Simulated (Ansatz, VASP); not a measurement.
**One calculation of NiO, two programs**

Contents of INCAR:

```
PREC = Accurate
ENCUT = 520
EDIFF = 1E-6
ISMEAR = 0
SIGMA = 0.05
LREAL = F
LASPH = T
NELM = 150
ALGO = Normal
ISIF = 2
LWAVE = F
LCHARG = F
ISPIN = 2
MAGMOM = 1.62 0
LORBIT = 11
LMAXMIX = 4
GGA = PE
NBANDS = 19
```

File KPOINTS:

```
Automatic mesh
0
Gamma
  12 12 12
```

File POSCAR:

```
NiO
1.0
    0.0000000000      2.1961340651      2.2409531277
    2.2409531277      0.0000000000      2.2409531277
    2.2409531277      2.1961340651      0.0000000000
Ni O
1 1
Direct
    0.0000000000      0.0000000000      0.0000000000
    0.2500000000      0.2500000000      0.2500000000
```

Input for Ansatz:

```yaml
crystal:
  lattice:
    - [0.0, 2.1961340651, 2.2409531277]
    - [2.2409531277, 0.0, 2.2409531277]
    - [2.2409531277, 2.1961340651, 0.0]
  atoms:
    - { symbol: Ni, position: [0.0, 0.0, 0.0], spin: 1.62 }
    - { symbol: O, position: [0.25, 0.25, 0.25] }
basis:
  ecutwfc: 420
  ecutrho_ratio: 4
kpoints:
  mp_grid: { grid: [12, 12, 12] }
hamiltonian:
  xc: pbe
scf:
  occupations: { method: gaussian, width: 0.05 }
output:
  forces: true
  stress: true
  eigenvalues: true
  populations: true
magnetization:
  spin_polarized: true
```

Change from the starting cell: strain e2 = -0.02, atoms carried along.

Alike in both runs: task single point; functional PBE; k mesh 12 × 12 × 12; occupations gaussian, width 0.05 eV; collinear spin.

|  | VASP | Ansatz |
| --- | --- | --- |
| version | VASP 6.6.1 | Ansatz 0.2.0 |
| potentials or method | VASP PAW PBE potentials, release 64 (Ni, O), cutoff 520 eV | scalar-relativistic, plane waves, PAW |
| valence electrons in the cell | 16 | 24 |

```csv
,VASP,Ansatz,Ansatz less VASP
gap on the k mesh at the Fermi level (eV),none,none,-
pressure (GPa),3.1,2.9,-0.20
"traceless stress, the component that is largest in VASP (GPa)",0.24,0.24,+0.003
net moment per atom (μB),0.93,0.95,+0.015
size of the moment on the site where the two differ most (μB),1.46,1.44,-0.026
```

Site moments also hang on the region over which each program counts them. A gap of «none» marks a metal or a gap that the smearing closes. VASP's potentials hold 16 valence electrons a cell and Ansatz's 24, so a difference there can come from the potentials and not from the codes.
